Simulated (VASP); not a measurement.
Runs of VASP 6.6.1 on C. The structure is that of space group P6_3/mmc (No. 194), or close to it. The cells are those of the table. 

```tsv
cell	smearing	gap on the mesh (eV)	pressure (GPa)
a = 2.520, b = 2.520, c = 12.429 Å, angles 90.0, 90.0, 120.0°, 12 atoms	gaussian 0.02 eV	4.44	0.7
a = 2.495, b = 2.495, c = 12.304 Å, angles 90.0, 90.0, 120.0°, 12 atoms	gaussian 0.02 eV	4.51	14.7
a = 2.415, b = 2.415, c = 11.914 Å, angles 90.0, 90.0, 120.0°, 12 atoms	gaussian 0.02 eV	(b)	(a)
a = 2.520, b = 2.520, c = 12.429 Å, angles 90.0, 90.0, 120.0°, 12 atoms	gaussian 0.05 eV	4.44	0.7
a = 2.442, b = 2.442, c = 12.046 Å, angles 90.0, 90.0, 120.0°, 12 atoms	gaussian 0.02 eV	4.68	49.6
```

Alike in all rows: task single point; level PBE; potentials or basis VASP PAW PBE potentials, release 64 (C); no spin polarisation; k mesh 12 × 12 × 2; cutoff (eV) 520.

Estimate the missing entries.

(a) 71.2; (b) 4.76.

A k mesh can miss the band edges.
